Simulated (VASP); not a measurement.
Input of a VASP 6.6.1 run:

File INCAR:

```
PREC = Accurate
ENCUT = 520
EDIFF = 1E-7
ISMEAR = 0
SIGMA = 0.1
LREAL = False
LASPH = True
NELM = 150
ALGO = Normal
ISIF = 2
LWAVE = False
LCHARG = False
ISPIN = 2
MAGMOM = 4.42 0.14
LORBIT = 11
LMAXMIX = 4
GGA = PE
IVDW = 12
NBANDS = 20
```

File KPOINTS:

```
regular mesh
0
Gamma
  14 14 14
```

POSCAR

```
MnS
1.0
    0.0000000000      2.5104238940      2.5104238940
    2.5104238940      0.0000000000      2.5104238940
    2.5104238940      2.5104238940      0.0000000000
Mn S
1 1
Direct
    0.0000000000      0.0000000000      0.0000000000
    0.5000000000      0.5000000000      0.5000000000
```

Potentials or basis: VASP PAW PBE potentials, release 64 (Mn_pv, S).

Launch:

```sh
$ cat potpaw_PBE.64/Mn_pv/POTCAR potpaw_PBE.64/S/POTCAR > POTCAR
$ mpirun -np 1 vasp_std > vasp.out
```

(1) Estimate the dispersion energy per atom.

(2) What does it give for the site moments?

(3) Estimate the pressure.

## Answers

(1) -0.457 eV.

(2) Mn +4.01; S +0.08 μB.

(3) 0.1 GPa.

Caveat: a cell with one magnetic atom can't hold antiferromagnetic order, which such compounds often take.
